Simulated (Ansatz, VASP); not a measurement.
**Te in VASP and in Ansatz**

INCAR

```
SYSTEM = Te
  ALGO = Normal
  EDIFF = 1E-7
  ENCUT = 520
  GGA = CA
  ISIF = 2
  ISMEAR = 1
  LASPH = .TRUE.
  LCHARG = .FALSE.
  LREAL = .FALSE.
  LWAVE = .FALSE.
  NBANDS = 16
  NELM = 80
  PREC = Accurate
  SIGMA = 0.01
```

The input KPOINTS:

```
k-points
0
G
  9 9 6
  0 0 0
```

POSCAR

```
Te
1.0
    4.2966332825      0.0000000000      0.0000000000
   -2.1483166412      3.7209935734      0.0000000000
    0.0000000000      0.0000000000      5.9041060663
Te
3
Direct
    0.2855404168      1.0000000000      0.3333333333
    1.0000000000      0.2855404168      0.6666666667
    0.7144595832      0.7144595832      1.0000000000
```

Input for Ansatz:

```yaml
crystal:
  lattice:
    - [4.2966332825, 0.0, 0.0]
    - [-2.1483166412, 3.7209935734, 0.0]
    - [0.0, 0.0, 5.9041060663]
  atoms:
    - { symbol: Te, position: [0.2855404168, 1.0, 0.3333333333] }
    - { symbol: Te, position: [1.0, 0.2855404168, 0.6666666667] }
    - { symbol: Te, position: [0.7144595832, 0.7144595832, 1.0] }
hamiltonian:
  xc: lda
  pseudopotentials:
    kind: paw
    azcp:
      Te: "pseudopotentials/Te.paw.azcp"
basis:
  ecutwfc: 420
  fft_grid_basis: typed
kpoints:
  mp_grid: { grid: [9, 9, 6], shift: [0, 0, 0] }
magnetization:
  spin_polarized: false
scf:
  occupations: { method: methfessel_paxton, width: 0.01 }
  lower_state_search: "off"
output:
  stress: true
```

Alike in both runs: task single point; functional LDA; k mesh 9 × 9 × 6; occupations methfessel-paxton of order 1, width 0.01 eV; no spin polarisation.

|  | VASP | Ansatz |
| --- | --- | --- |
| version | VASP 6.6.1 | Ansatz 0.2.0 |
| potentials or method | VASP PAW LDA potentials, release 64 (Te), cutoff 520 eV | plane waves (420 eV) with PAW, scalar-relativistic |
| valence electrons in the cell | 18 | 48 |

Ansatz gave:

| Property | Result |
| --- | --- |
| pressure (GPa) | -0.1 |
| traceless stress, the component that is largest in VASP (GPa) | 0.13 |

**Question.** Which values does VASP return?

**Answer.** Pressure (GPa): 0.0; traceless stress, the component that is largest in VASP (GPa): 0.23.

Ansatz warns that its potentials were made for another functional, while VASP's fit it. LDA's correlation is that of Perdew and Zunger in VASP and of Perdew and Wang (1992) in Ansatz. VASP's potentials hold 18 valence electrons a cell and Ansatz's 48, so a difference there can come from the potentials and not from the codes.

Neither program's run includes spin-orbit coupling.
